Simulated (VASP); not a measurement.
# Ni (Im-3m) in VASP: vibrations by perturbation theory with LDA

Aim: the vibrations by perturbation theory of Ni with LDA.

Program: VASP 6.6.1. These are calculated values, not measurements. Logs are shortened: lines on timing, memory, paths and dates and some standing lists are left out, and cuts for length are marked.

**1. The cell of the first run**

The structure is cubic, space group Im-3m (No. 229). The conventional cell has a = 2.767 Å, b = 2.767 Å, c = 2.767 Å, α = 90.00°, β = 90.00°, γ = 90.00°. Ni (site symmetry m-3m) has 14 Ni at 2.40 to 2.77 Å within 3.2 Å.

This isn't the form of Ni at room conditions, which is fcc.

**2. Vibrations by perturbation theory, LDA, collinear spin, ferromagnetic start**

Input file INCAR:

```
SYSTEM = Ni
PREC = Accurate
ENCUT = 690
EDIFF = 1E-8
ISMEAR = -1
SIGMA = 0.05
LREAL = .False.
LASPH = .True.
NELM = 200
ALGO = Normal
ISIF = 2
LWAVE = .False.
LCHARG = .True.
ISPIN = 2
MAGMOM = 1
LORBIT = 11
LMAXMIX = 4
GGA = CA
NBANDS = 19
IBRION = 8
NSW = 1
GGA_COMPAT = .False.
```

Input file KPOINTS:

```
Automatic mesh
0
Gamma
  10 10 10
  0 0 0
```

Input file POSCAR:

```
Ni
1.0
   -1.3837154700      1.3837154700      1.3837154700
    1.3837154700     -1.3837154700      1.3837154700
    1.3837154700      1.3837154700     -1.3837154700
Ni
1
Direct
    0.0000000000      0.0000000000      0.0000000000
```

Potentials or basis: VASP PAW LDA potentials, release 64 (Ni_sv_GW).

Launch:

```
cat potpaw_LDA.64/Ni_sv_GW/POTCAR > POTCAR
mpirun -np 1 vasp_std > vasp.out
```

OUTCAR:

```text
SYSTEM = Ni
   PREC = Accurate
   ENCUT = 690
   EDIFF = 1E-8
   ISMEAR = -1
   LREAL = .False.
   LASPH = .True.
   NELM = 200
   ISIF = 2
   ISPIN = 2
   LORBIT = 11
   GGA = CA
   IBRION = 8
   NSW = 1

 ion  position               nearest neighbor table
   1  0.000  0.000  0.000-

  LATTYP: Found a body centered cubic cell.
 ALAT       =     2.7674309400

  Lattice vectors:

 A1 = (  -1.3837154700,   1.3837154700,   1.3837154700)
 A2 = (   1.3837154700,  -1.3837154700,   1.3837154700)
 A3 = (   1.3837154700,   1.3837154700,  -1.3837154700)

Analysis of symmetry for initial positions (statically):
=====================================================================
 Subroutine PRICEL returns:
 Original cell was already a primitive cell.

 Routine SETGRP: Setting up the symmetry group for a
 body centered cubic supercell.

 Subroutine GETGRP returns: Found 48 space group operations
 (whereof 48 operations were pure point group operations)
 out of a pool of 48 trial point group operations.

The static configuration has the point symmetry O_h .

Analysis of symmetry for dynamics (positions and initial velocities):
=====================================================================
 Subroutine PRICEL returns:
 Original cell was already a primitive cell.

 Routine SETGRP: Setting up the symmetry group for a
 body centered cubic supercell.

 Subroutine GETGRP returns: Found 48 space group operations
 (whereof 48 operations were pure point group operations)
 out of a pool of 48 trial point group operations.

The dynamic configuration has the point symmetry O_h .

Analysis of structural, dynamic, and magnetic symmetry:
=====================================================================
 Subroutine PRICEL returns:
 Original cell was already a primitive cell.

 Routine SETGRP: Setting up the symmetry group for a
 body centered cubic supercell.

 Subroutine GETGRP returns: Found 48 space group operations
 (whereof 48 operations were pure point group operations)
 out of a pool of 48 trial point group operations.

The overall configuration has the point symmetry O_h .

 Subroutine INISYM returns: Found 48 space group operations
 (whereof 48 operations are pure point group operations),
 and found     1 'primitive' translations

----------------------------------------------------------------------------------------

                                     Primitive cell

  volume of cell :      10.5974

  direct lattice vectors                    reciprocal lattice vectors
    -1.383715470  1.383715470  1.383715470     0.000000000  0.361345964  0.361345964
     1.383715470 -1.383715470  1.383715470     0.361345964  0.000000000  0.361345964
     1.383715470  1.383715470 -1.383715470     0.361345964  0.361345964  0.000000000

  length of vectors
     2.396665497  2.396665497  2.396665497     0.511020363  0.511020363  0.511020363

  position of ions in fractional coordinates (direct lattice)
     0.000000000  0.000000000  0.000000000

  ion indices of the primitive-cell ions
   primitive index   ion index
                 1           1

----------------------------------------------------------------------------------------

 KPOINTS: Automatic mesh

Automatic generation of k-mesh.
 Grid dimensions read from file:
 generate k-points for:   10   10   10

 Generating k-lattice:

  Cartesian coordinates                     Fractional coordinates (reciprocal lattice)
     0.000000000  0.036134596  0.036134596     0.100000000  0.000000000  0.000000000
     0.036134596  0.000000000  0.036134596     0.000000000  0.100000000  0.000000000
     0.036134596  0.036134596  0.000000000     0.000000000  0.000000000  0.100000000

  Length of vectors
     0.051102036  0.051102036  0.051102036

  Shift w.r.t. Gamma in fractional coordinates (k-lattice)
     0.000000000  0.000000000  0.000000000

 Subroutine IBZKPT returns following result:
 ===========================================

 Found     47 irreducible k-points:

 Following reciprocal coordinates:
            Coordinates               Weight
  0.000000  0.000000  0.000000      1.000000
  0.100000  0.000000  0.000000     12.000000
  0.200000  0.000000  0.000000     12.000000
  0.300000  0.000000  0.000000     12.000000
  0.400000  0.000000  0.000000     12.000000
  0.500000  0.000000  0.000000      6.000000
[... 16 lines left out ...]
  0.300000  0.300000  0.100000      8.000000
 -0.300000  0.300000  0.100000     24.000000
 [... further k-points ...]
   k-points           NKPTS =     47   k-points in BZ     NKDIM =     47   number of bands    NBANDS=     19
   number of dos      NEDOS =    301   number of ions     NIONS =      1
   total plane-waves  NPLWV =  13824
   dimension x,y,z NGX =    24 NGY =   24 NGZ =   24
   dimension x,y,z NGXF=    48 NGYF=   48 NGZF=   48
   ions per type =               1
   NGX,Y,Z   is equivalent  to a cutoff of  16.65, 16.65, 16.65 a.u.
   NGXF,Y,Z  is equivalent  to a cutoff of  33.30, 33.30, 33.30 a.u.
 SYSTEM =  Ni
   PREC   = accura    normal or accurate (medium, high low for compatibility)
   ISTART =      0    job   : 0-new  1-cont  2-samecut
   ICHARG =      2    charge: 1-file 2-atom 10-const
   ISPIN  =      2    spin polarized calculation?
   LNONCOLLINEAR =      F non collinear calculations
   LSORBIT =      F    spin-orbit coupling
   LASPH  =      T    aspherical Exc in radial PAW
   ENCUT  =  690.0 eV  50.71 Ry    7.12 a.u.   5.13  5.13  5.13*2*pi/ulx,y,z
   NELM   =    200;   NELMIN=  2; NELMDL= -5     # of ELM steps
   EDIFF  = 0.1E-07   stopping-criterion for ELM
   LREAL  =      F    real-space projection
   EDIFFG = 0.1E-06   stopping-criterion for IOM
   NSW    =      1    number of steps for IOM
   IBRION =      8    ionic relax: 0-MD 1-quasi-New 2-CG
   NFREE  =      0    steps in history (QN), initial steepest desc. (CG)
   ISIF   =      2    stress and relaxation
   ISYM   =      2    0-nonsym 1-usesym 2-fastsym
   POTIM  = 0.5000    time-step for ionic-motion
   TEBEG  =    0.0;   TEEND  =   0.0 temperature during run
   PSTRESS=    0.0 pullay stress
   NELECT =      18.0000    total number of electrons
   NUPDOWN=      -1.0000    fix difference up-down
   EMIN   =  10.00;   EMAX   =-10.00  energy-range for DOS
   EFERMI =   0.00;   METHOD = LEGACY
   ISMEAR =    -1;   SIGMA  =   0.05  broadening in eV -4-tet -1-fermi 0-gaus
   EFERMI_NEDOS =   21; number of points for ismear=-14 and -15
   IALGO  =     38    algorithm
   IMIX   =      4    mixing-type and parameters
     AMIX     =   0.40;   BMIX     =  1.00
     AMIX_MAG =   1.60;   BMIX_MAG =  1.00
  volume/ion in A,a.u.               =      10.60        71.51
  Fermi-wavevector in a.u.,A,eV,Ry     =   1.953285  3.691173 51.910593  3.815321
  Thomas-Fermi vector in A             =   2.980140
   LORBIT       =     11    0 simple, 1 ext, 2 COOP (PROOUT), +10 PAW based schemes
   GGA     = CA    functional components
   LHFCALC =     F    Hartree Fock is set to
   AEXX    =    0.0000 exact exchange contribution
   IVDW    =     0    specifies the selected vdW correction
   LEPSILON=     F    determine dielectric tensor
   LRPA    =     F    only Hartree local field effects (RPA)
 spin polarized calculation
  energy-cutoff  :      690.00
  volume of cell :       10.60
 maximum number of plane-waves:       466
 NGX is ok and might be reduce to    24
   NGX = 11   NGY = 11   NGZ = 11

--------------------------------------- Ionic step        1  -------------------------------------------

 number of electron      18.0000007 magnetization       0.0007400

 number of electron      18.0000007 magnetization      -0.0003605

 Free energy of the ion-electron system (eV)
  ---------------------------------------------------
  ext. energy  EPLUGINS =         0.00000000
  ---------------------------------------------------
  free energy    TOTEN  =        -7.34656407 eV

  energy without entropy =       -7.33239249  energy(sigma->0) =       -7.33947828

 E-fermi :   7.6063     XC(G=0): -14.4887

 val. band max:        7.5551767664   @ k =  -0.4000   0.4000   0.4000
 cond. band min:       7.6285410838   @ k =  -0.4000   0.4000   0.2000
 fundamental gap:      0.0733643174
 Fermi energy:         7.6062676989

 spin component 1

 k-point     1 :       0.0000    0.0000    0.0000
  band No.  band energies     occupation
      1     -94.3189      1.00000
      2     -55.1710      1.00000
      3     -55.1710      1.00000
      4     -55.1710      1.00000
      5      -1.4825      1.00000
      6       5.5846      1.00000
[... 517 lines left out ...]
     18      48.3139      0.00000
     19      51.6011      0.00000

 [... further k-points ...]

 spin component 2

 k-point     1 :       0.0000    0.0000    0.0000
  band No.  band energies     occupation
      1     -94.3193      1.00000
      2     -55.1714      1.00000
      3     -55.1714      1.00000
      4     -55.1714      1.00000
      5      -1.4825      1.00000
      6       5.5842      1.00000
[... 517 lines left out ...]
     18      48.3139      0.00000
     19      51.6010      0.00000

 [... further k-points ...]

------------------------ aborting loop because EDIFF is reached ----------------------------------------

  FORCE on cell =-STRESS in cart. coord.  units (eV):
  Direction    XX          YY          ZZ          XY          YZ          ZX
  --------------------------------------------------------------------------------------
  -------------------------------------------------------------------------------------
  Total       -0.8289470     -0.8289470     -0.8289470     -0.0000000      0.0000000     -0.0000000
  in kB     -125.3247864   -125.3247864   -125.3247864     -0.0000000      0.0000000     -0.0000000
  external PRESSURE =    -125.3247864 kB  Pullay stress =       0.0000000 kB

 VOLUME and BASIS-vectors are now :
 -----------------------------------------------------------------------------
  energy-cutoff  :      690.00
  volume of cell :       10.60
      direct lattice vectors                 reciprocal lattice vectors
    -1.383715470  1.383715470  1.383715470     0.000000000  0.361345964  0.361345964
     1.383715470 -1.383715470  1.383715470     0.361345964  0.000000000  0.361345964
     1.383715470  1.383715470 -1.383715470     0.361345964  0.361345964  0.000000000

 POSITION                                       TOTAL-FORCE (eV/Angst)
 -----------------------------------------------------------------------------------
      0.00000      0.00000      0.00000        -0.000000      0.000000      0.000000
 -----------------------------------------------------------------------------------
    total drift:                               -0.000000      0.000000     -0.000000

  FREE ENERGIE OF THE ION-ELECTRON SYSTEM (eV)
  ---------------------------------------------------
  free  energy   TOTEN  =        -7.3465640680 eV

  energy  without entropy=       -7.3323924894  energy(sigma->0) =       -7.33947828

[... ionic steps 2 to 3 ...]

--------------------------------------- Ionic step        4  -------------------------------------------

 Free energy of the ion-electron system (eV)
  ---------------------------------------------------
  ---------------------------------------------------
  free energy    TOTEN  =        -5.65777206 eV

  energy without entropy =       -5.65777206

------------------------ aborting loop because EDIFF is reached ----------------------------------------

 INTERNAL STRAIN TENSOR  FOR ION    1  DIRECTION 1   (eV/Angst):
 -----------------------------------------------------------------------------
    -0.04395 -0.00000  0.00000
     0.00000 -0.00998 -0.00000
     0.00000 -0.00000 -0.00998

 INTERNAL STRAIN TENSOR FOR ION    1 for displacements in x,y,z  (eV/Angst):
          X           Y           Z          XY          YZ          ZX
  --------------------------------------------------------------------------------
  x     0.00000     0.00000     0.00000     0.00000     0.00000     0.00000
  y     0.00000     0.00000     0.00000     0.00000     0.00000     0.00000
  z     0.00000     0.00000     0.00000     0.00000     0.00000     0.00000

 SECOND DERIVATIVES (NOT SYMMETRIZED)
 ------------------------------------
               1X          1Y          1Z
  1X    -0.496390    0.000000    0.000000
  1Y     0.000000   -0.496390    0.000000
  1Z     0.000000    0.000000   -0.496390

 Eigenvectors and eigenvalues of the dynamical matrix
 ----------------------------------------------------

   1 f  =    1.437740 THz     9.033585 2PiTHz   47.957832 cm-1     5.946011 meV
             X         Y         Z           dx          dy          dz
      0.000000  0.000000  0.000000     1.000000    0.000000    0.000000

   2 f  =    1.437740 THz     9.033585 2PiTHz   47.957832 cm-1     5.946011 meV
             X         Y         Z           dx          dy          dz
      0.000000  0.000000  0.000000     0.000000    1.000000    0.000000

   3 f  =    1.437740 THz     9.033585 2PiTHz   47.957832 cm-1     5.946011 meV
             X         Y         Z           dx          dy          dz
      0.000000  0.000000  0.000000     0.000000    0.000000    1.000000

--------------------------------------------------------------------------------------------------------

 ELASTIC MODULI CONTR FROM IONIC RELAXATION (kBar)
 Direction    XX          YY          ZZ          XY          YZ          ZX
 --------------------------------------------------------------------------------
 XX           0.0000      0.0000      0.0000      0.0000      0.0000      0.0000
 YY           0.0000      0.0000      0.0000      0.0000      0.0000      0.0000
 ZZ           0.0000      0.0000      0.0000      0.0000      0.0000      0.0000
 XY           0.0000      0.0000      0.0000      0.0000      0.0000      0.0000
 YZ           0.0000      0.0000      0.0000      0.0000      0.0000      0.0000
 ZX           0.0000      0.0000      0.0000      0.0000      0.0000      0.0000
 --------------------------------------------------------------------------------

 total charge

# of ion       s       p       d       f       tot
--------------------------------------------------
    1        2.242   6.298   7.838   0.005  16.383

 magnetization (x)

# of ion       s       p       d       f       tot
--------------------------------------------------
    1        0.000   0.000  -0.000  -0.000  -0.000
```

Wall time 1.9 min (1 thread of Intel Xeon 6975P-C (Granite Rapids), shared host); peak memory 0.26 GiB.

What came out:

```
Net moment                                            : 0.00 μB per cell
Valence electrons inside the program's atomic spheres : Ni 16.38
```

Caveat: the cell stands under pressure or tension, which shifts response properties; the moments typed at the start vanished in this run.
